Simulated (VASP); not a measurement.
# Si3B (Pm-3m) in VASP: further runs

Si3B is run at these levels: r2SCAN; tasks: single point.

All numbers are computed with VASP 6.6.1; they aren't measurements. Logs are shortened: lines on timing, memory, paths and dates and some standing lists are left out, and cuts for length are marked.

## Step 1: The cell of the first run

Symmetry: Pm-3m, No. 221, cubic system. The conventional cell has a = 3.607 Å, b = 3.607 Å, c = 3.607 Å, α = 90.00°, β = 90.00°, γ = 90.00°. Si (site symmetry 4/mmm) has 8 Si at 2.55 Å and 4 B at 2.55 Å within 3.4 Å. Within 3.4 Å of B (site symmetry m-3m) lie 12 Si at 2.55 Å.

## Step 2: Single point, r2SCAN

File POSCAR:

```
Si3B
1.0
    3.6074559912      0.0000000000      0.0000000000
    0.0000000000      3.6074559912      0.0000000000
    0.0000000000      0.0000000000      3.6074559912
Si B
3 1
Direct
    0.0000000000      0.5000000000      0.5000000000
    0.5000000000      0.0000000000      0.5000000000
    0.5000000000      0.5000000000      0.0000000000
    0.0000000000      0.0000000000      0.0000000000
```

File INCAR.step1:

```
PREC = Accurate
ENCUT = 520
ISMEAR = 0
SIGMA = 0.1
LREAL = F
LASPH = T
NELM = 60
NBANDS = 16
GGA = PE
ALGO = Normal
EDIFF = 1E-4
LWAVE = T
LCHARG = F
```

File INCAR.step2:

```
PREC = Accurate
ENCUT = 520
EDIFF = 1E-7
ISMEAR = 0
SIGMA = 0.1
LREAL = F
LASPH = T
NELM = 60
ALGO = Normal
ISIF = 2
LWAVE = F
LCHARG = T
METAGGA = R2SCAN
LMIXTAU = T
LELF = T
LVHAR = T
NBANDS = 16
ISTART = 1
```

File KPOINTS:

```
Automatic mesh
0
Gamma
  6 6 6
```

Potentials or basis: VASP PAW PBE potentials, release 64 (Si, B).

Started as:

```
cat potpaw_PBE.64/Si/POTCAR potpaw_PBE.64/B/POTCAR > POTCAR
cp INCAR.step1 INCAR
mpirun -np 1 vasp_std > vasp.out
cp INCAR.step2 INCAR
mpirun -np 1 vasp_std > vasp.out
```

OUTCAR:

```text
PREC = Accurate
   ENCUT = 520
   EDIFF = 1E-7
   ISMEAR = 0
   LREAL = F
   LASPH = T
   NELM = 60
   ISIF = 2
   METAGGA = R2SCAN
   ISTART = 1

 ion  position               nearest neighbor table
   1  0.000  0.500  0.500-   2 2.55   3 2.55   4 2.55   3 2.55   4 2.55   2 2.55   4 2.55   4 2.55
                             2 2.55   3 2.55   3 2.55   2 2.55
   2  0.500  0.000  0.500-   1 2.55   3 2.55   4 2.55   3 2.55   4 2.55   1 2.55   3 2.55   3 2.55
                             1 2.55   4 2.55   4 2.55   1 2.55
   3  0.500  0.500  0.000-   1 2.55   2 2.55   4 2.55   1 2.55   2 2.55   2 2.55   4 2.55   2 2.55
                             1 2.55   4 2.55   1 2.55   4 2.55
   4  0.000  0.000  0.000-   1 2.55   2 2.55   3 2.55   1 2.55   2 2.55   1 2.55   3 2.55   1 2.55
                             2 2.55   3 2.55   2 2.55   3 2.55

  LATTYP: Found a simple cubic cell.
 ALAT       =     3.6074559912

  Lattice vectors:

 A1 = (   3.6074559912,   0.0000000000,   0.0000000000)
 A2 = (   0.0000000000,   3.6074559912,   0.0000000000)
 A3 = (   0.0000000000,   0.0000000000,   3.6074559912)

Analysis of symmetry for initial positions (statically):
=====================================================================
 Subroutine PRICEL returns:
 Original cell was already a primitive cell.

 Routine SETGRP: Setting up the symmetry group for a
 simple cubic supercell.

 Subroutine GETGRP returns: Found 48 space group operations
 (whereof 48 operations were pure point group operations)
 out of a pool of 48 trial point group operations.

The static configuration has the point symmetry O_h .

Analysis of symmetry for dynamics (positions and initial velocities):
=====================================================================
 Subroutine PRICEL returns:
 Original cell was already a primitive cell.

 Routine SETGRP: Setting up the symmetry group for a
 simple cubic supercell.

 Subroutine GETGRP returns: Found 48 space group operations
 (whereof 48 operations were pure point group operations)
 out of a pool of 48 trial point group operations.

The dynamic configuration has the point symmetry O_h .

 Subroutine INISYM returns: Found 48 space group operations
 (whereof 48 operations are pure point group operations),
 and found     1 'primitive' translations

----------------------------------------------------------------------------------------

                                     Primitive cell

  volume of cell :      46.9465

  direct lattice vectors                    reciprocal lattice vectors
     3.607455991  0.000000000  0.000000000     0.277203659  0.000000000  0.000000000
     0.000000000  3.607455991  0.000000000     0.000000000  0.277203659  0.000000000
     0.000000000  0.000000000  3.607455991     0.000000000  0.000000000  0.277203659

  length of vectors
     3.607455991  3.607455991  3.607455991     0.277203659  0.277203659  0.277203659

  position of ions in fractional coordinates (direct lattice)
     0.000000000  0.500000000  0.500000000
     0.500000000  0.000000000  0.500000000
     0.500000000  0.500000000  0.000000000
     0.000000000  0.000000000  0.000000000

  ion indices of the primitive-cell ions
   primitive index   ion index
                 1           1
                 2           2
                 3           3
                 4           4

----------------------------------------------------------------------------------------

 KPOINTS: Automatic mesh

Automatic generation of k-mesh.
 Grid dimensions read from file:
 generate k-points for:    6    6    6

 Generating k-lattice:

  Cartesian coordinates                     Fractional coordinates (reciprocal lattice)
     0.046200610  0.000000000  0.000000000     0.166666667  0.000000000  0.000000000
     0.000000000  0.046200610  0.000000000     0.000000000  0.166666667  0.000000000
     0.000000000  0.000000000  0.046200610     0.000000000  0.000000000  0.166666667

  Length of vectors
     0.046200610  0.046200610  0.046200610

  Shift w.r.t. Gamma in fractional coordinates (k-lattice)
     0.000000000  0.000000000  0.000000000

 Subroutine IBZKPT returns following result:
 ===========================================

 Found     20 irreducible k-points:

 Following reciprocal coordinates:
            Coordinates               Weight
  0.000000  0.000000  0.000000      1.000000
  0.166667  0.000000  0.000000      6.000000
  0.333333  0.000000  0.000000      6.000000
  0.500000  0.000000  0.000000      3.000000
  0.166667  0.166667  0.000000     12.000000
  0.333333  0.166667  0.000000     24.000000
[... 12 lines left out ...]
  0.500000  0.500000  0.333333      6.000000
  0.500000  0.500000  0.500000      1.000000
   k-points           NKPTS =     20   k-points in BZ     NKDIM =     20   number of bands    NBANDS=     16
   number of dos      NEDOS =    301   number of ions     NIONS =      4
   total plane-waves  NPLWV =  21952
   dimension x,y,z NGX =    28 NGY =   28 NGZ =   28
   dimension x,y,z NGXF=    56 NGYF=   56 NGZF=   56
   ions per type =               3   1
   NGX,Y,Z   is equivalent  to a cutoff of  12.90, 12.90, 12.90 a.u.
   NGXF,Y,Z  is equivalent  to a cutoff of  25.81, 25.81, 25.81 a.u.
 SYSTEM =  unknown system
   PREC   = accura    normal or accurate (medium, high low for compatibility)
   ISTART =      1    job   : 0-new  1-cont  2-samecut
   ICHARG =      0    charge: 1-file 2-atom 10-const
   ISPIN  =      1    spin polarized calculation?
   LNONCOLLINEAR =      F non collinear calculations
   LSORBIT =      F    spin-orbit coupling
   LASPH  =      T    aspherical Exc in radial PAW
   ENCUT  =  520.0 eV  38.22 Ry    6.18 a.u.   6.71  6.71  6.71*2*pi/ulx,y,z
   NELM   =     60;   NELMIN=  2; NELMDL=  0     # of ELM steps
   EDIFF  = 0.1E-06   stopping-criterion for ELM
   LREAL  =      F    real-space projection
   EDIFFG = 0.1E-05   stopping-criterion for IOM
   NSW    =      0    number of steps for IOM
   IBRION =     -1    ionic relax: 0-MD 1-quasi-New 2-CG
   NFREE  =      0    steps in history (QN), initial steepest desc. (CG)
   ISIF   =      2    stress and relaxation
   ISYM   =      2    0-nonsym 1-usesym 2-fastsym
   POTIM  = 0.5000    time-step for ionic-motion
   TEBEG  =    0.0;   TEEND  =   0.0 temperature during run
   PSTRESS=    0.0 pullay stress
   NELECT =      15.0000    total number of electrons
   NUPDOWN=      -1.0000    fix difference up-down
   EMIN   =  10.00;   EMAX   =-10.00  energy-range for DOS
   EFERMI =   0.00;   METHOD = LEGACY
   ISMEAR =     0;   SIGMA  =   0.10  broadening in eV -4-tet -1-fermi 0-gaus
   EFERMI_NEDOS =   21; number of points for ismear=-14 and -15
   IALGO  =     38    algorithm
   IMIX   =      4    mixing-type and parameters
     AMIX     =   0.40;   BMIX     =  1.00
     AMIX_MAG =   1.60;   BMIX_MAG =  1.00
  volume/ion in A,a.u.               =      11.74        79.20
  Fermi-wavevector in a.u.,A,eV,Ry     =   1.119191  2.114964 17.042501  1.252588
  Thomas-Fermi vector in A             =   2.255828
   LORBIT       =      0    0 simple, 1 ext, 2 COOP (PROOUT), +10 PAW based schemes
   METAGGA = R2SCAN    functional components
   LHFCALC =     F    Hartree Fock is set to
   AEXX    =    0.0000 exact exchange contribution
   IVDW    =     0    specifies the selected vdW correction
   LEPSILON=     F    determine dielectric tensor
   LRPA    =     F    only Hartree local field effects (RPA)
 non-spin polarized calculation
 Gauss-broadening in eV      SIGMA  =   0.10
  energy-cutoff  :      520.00
  volume of cell :       46.95
 maximum number of plane-waves:      1328
 NGX is ok and might be reduce to    28
   NGX = 13   NGY = 13   NGZ = 13

 number of electron      15.0000000 magnetization

 Free energy of the ion-electron system (eV)
  ---------------------------------------------------
  ext. energy  EPLUGINS =         0.00000000
  ---------------------------------------------------
  free energy    TOTEN  =       -29.08267943 eV

  energy without entropy =      -29.07322508  energy(sigma->0) =      -29.07795226

 E-fermi :  10.9068     XC(G=0): -12.4991

 val. band max:       10.8873585638   @ k =   0.3333   0.0000   0.0000
 cond. band min:      10.9644180540   @ k =   0.3333   0.1667   0.1667
 fundamental gap:      0.0770594902
 Fermi energy:        10.9067925626

 k-point     1 :       0.0000    0.0000    0.0000
  band No.  band energies     occupation
      1      -5.6414      2.00000
      2       4.7680      2.00000
      3       4.7680      2.00000
      4       4.7680      2.00000
      5       6.2640      2.00000
      6       7.1261      2.00000
[... 8 lines left out ...]
     15      16.6358      0.00000
     16      16.6358      0.00000

 k-point     2 :       0.1667    0.0000    0.0000
  band No.  band energies     occupation
      1      -5.3211      2.00000
      2       2.2388      2.00000
      3       5.0759      2.00000
      4       5.0759      2.00000
      5       6.7851      2.00000
      6       7.4423      2.00000
[... 8 lines left out ...]
     15      19.5904      0.00000
     16      19.5905      0.00000

 k-point     3 :       0.3333    0.0000    0.0000
  band No.  band energies     occupation
      1      -4.3682      2.00000
      2      -0.5146      2.00000
      3       5.9988      2.00000
      4       5.9988      2.00000
      5       7.6367      2.00000
      6       8.3819      2.00000
[... 8 lines left out ...]
     15      19.6382      0.00000
     16      19.6382      0.00000
[... 286 lines left out ...]
 k-point    19 :       0.5000    0.5000    0.3333
  band No.  band energies     occupation
      1       0.8800      2.00000
      2       1.3734      2.00000
      3       1.3734      2.00000
      4       1.7620      2.00000
      5       4.7341      2.00000
      6       5.1766      2.00000
[... 8 lines left out ...]
     15      21.5351      0.00000
     16      22.8470      0.00000

 k-point    20 :       0.5000    0.5000    0.5000
  band No.  band energies     occupation
      1       2.0992      2.00000
      2       2.9118      2.00000
      3       2.9118      2.00000
      4       2.9118      2.00000
      5       3.0254      2.00000
      6       3.0254      2.00000
[... 8 lines left out ...]
     15      23.1967      0.00000
     16      23.1967      0.00000

------------------------ aborting loop because EDIFF is reached ----------------------------------------

  FORCE on cell =-STRESS in cart. coord.  units (eV):
  Direction    XX          YY          ZZ          XY          YZ          ZX
  --------------------------------------------------------------------------------------
  -------------------------------------------------------------------------------------
  Total        0.0110298      0.0110298      0.0110298     -0.0000000      0.0000000     -0.0000000
  in kB        0.3764211      0.3764211      0.3764211     -0.0000000      0.0000000     -0.0000000
  external PRESSURE =       0.3764211 kB  Pullay stress =       0.0000000 kB

 VOLUME and BASIS-vectors are now :
 -----------------------------------------------------------------------------
  energy-cutoff  :      520.00
  volume of cell :       46.95
      direct lattice vectors                 reciprocal lattice vectors
     3.607455991  0.000000000  0.000000000     0.277203659  0.000000000  0.000000000
     0.000000000  3.607455991  0.000000000     0.000000000  0.277203659  0.000000000
     0.000000000  0.000000000  3.607455991     0.000000000  0.000000000  0.277203659

 POSITION                                       TOTAL-FORCE (eV/Angst)
 -----------------------------------------------------------------------------------
      0.00000      1.80373      1.80373         0.000000      0.000000      0.000000
      1.80373      0.00000      1.80373         0.000000      0.000000      0.000000
      1.80373      1.80373      0.00000         0.000000      0.000000      0.000000
      0.00000      0.00000      0.00000         0.000000      0.000000      0.000000
 -----------------------------------------------------------------------------------
    total drift:                               -0.000000     -0.000000      0.000000

  FREE ENERGIE OF THE ION-ELECTRON SYSTEM (eV)
  ---------------------------------------------------
  free  energy   TOTEN  =       -29.0826794348 eV

  energy  without entropy=      -29.0732250777  energy(sigma->0) =      -29.07795226
```

It took 1.7 min on 1 thread of Oxide Virtual Turin-like, shared host; peak memory 0.13 GiB.

What came out:

| Property | Result |
| --- | --- |
| Free energy | -29.0827 eV |
| Pressure | 0.0 GPa |

Levels at points of the mesh, in eV from the Fermi level:
| k point | band 5 | band 6 | band 7 | band 8 | band 9 | band 10 | band 11 | band 12 |
| --- | --- | --- | --- | --- | --- | --- | --- | --- |
| (0.00, 0.00, 0.00) | -4.64 | -3.78 | -3.78 | 3.37 | 3.37 | 3.37 | 4.93 | 4.93 |
| (0.50, 0.00, 0.00) | -3.36 | -3.36 | -2.09 | -1.67 | -1.05 | -0.93 | 5.91 | 5.91 |
| (0.50, 0.50, 0.00) | -1.10 | -0.99 | -0.14 | -0.14 | 1.02 | 1.02 | 1.07 | 1.33 |
| (0.50, 0.50, 0.50) | -7.88 | -7.88 | -7.88 | -7.49 | 8.18 | 8.18 | 8.18 | 11.58 |

Caveat: the PAW data sets were made with another functional, which shifts forces and pressure a little.

## Step 3: Single point, r2SCAN

This run uses another cell than the first one, of 12.50 Å³/atom, 1.065 times its volume.

File POSCAR:

```
Si3B
1.0
    3.6837081016      0.0000000000      0.0000000000
    0.0000000000      3.6837081016      0.0000000000
    0.0000000000      0.0000000000      3.6837081016
Si B
3 1
Direct
    0.0000000000      0.5000000000      0.5000000000
    0.5000000000      0.0000000000      0.5000000000
    0.5000000000      0.5000000000      0.0000000000
    0.0000000000      0.0000000000      0.0000000000
```

File INCAR.step1:

```
SYSTEM = Si3B
ALGO = Normal
EDIFF = 1E-4
ENCUT = 520
GGA = PE
ISMEAR = 0
LASPH = .TRUE.
LCHARG = .FALSE.
LREAL = .FALSE.
LWAVE = .TRUE.
NBANDS = 16
NELM = 100
PREC = Accurate
SIGMA = 0.1
```

File INCAR.step2:

```
SYSTEM = Si3B
ALGO = Normal
EDIFF = 1E-6
ENCUT = 520
ISIF = 2
ISMEAR = 0
ISTART = 1
LASPH = .TRUE.
LCHARG = .TRUE.
LELF = .TRUE.
LMIXTAU = .TRUE.
LREAL = .FALSE.
LVHAR = .TRUE.
LWAVE = .FALSE.
METAGGA = R2SCAN
NBANDS = 16
NELM = 100
PREC = Accurate
SIGMA = 0.1
```

File KPOINTS:

```
k-points
0
G
  6 6 6
  0 0 0
```

Potentials or basis: VASP PAW PBE potentials, release 64 (Si, B).

Started as:

```
cat potpaw_PBE.64/Si/POTCAR potpaw_PBE.64/B/POTCAR > POTCAR
cp INCAR.step1 INCAR
mpirun -np 1 vasp_std > vasp.out
cp INCAR.step2 INCAR
mpirun -np 1 vasp_std > vasp.out
```

Run time: 1.8 min. Hardware: 1 thread of Oxide Virtual Turin-like, shared host; peak memory 0.13 GiB.

The run converged. Its results:

```
Free energy : -29.0202 eV
Pressure    : -6.1 GPa
```

Levels at points of the mesh, in eV from the Fermi level:
```tsv
k point	band 5	band 6	band 7	band 8	band 9	band 10	band 11	band 12
(0.00, 0.00, 0.00)	-4.45	-3.75	-3.75	3.29	3.29	3.29	4.66	4.66
(0.50, 0.00, 0.00)	-3.06	-3.06	-1.90	-1.74	-1.43	-0.69	5.69	5.69
(0.50, 0.50, 0.00)	-0.95	-0.74	-0.04	-0.04	0.94	0.94	0.94	1.13
(0.50, 0.50, 0.50)	-7.38	-7.38	-7.38	-7.18	7.79	7.79	7.79	10.87
```

Caveat: the PAW data sets were made with another functional, which shifts forces and pressure a little.
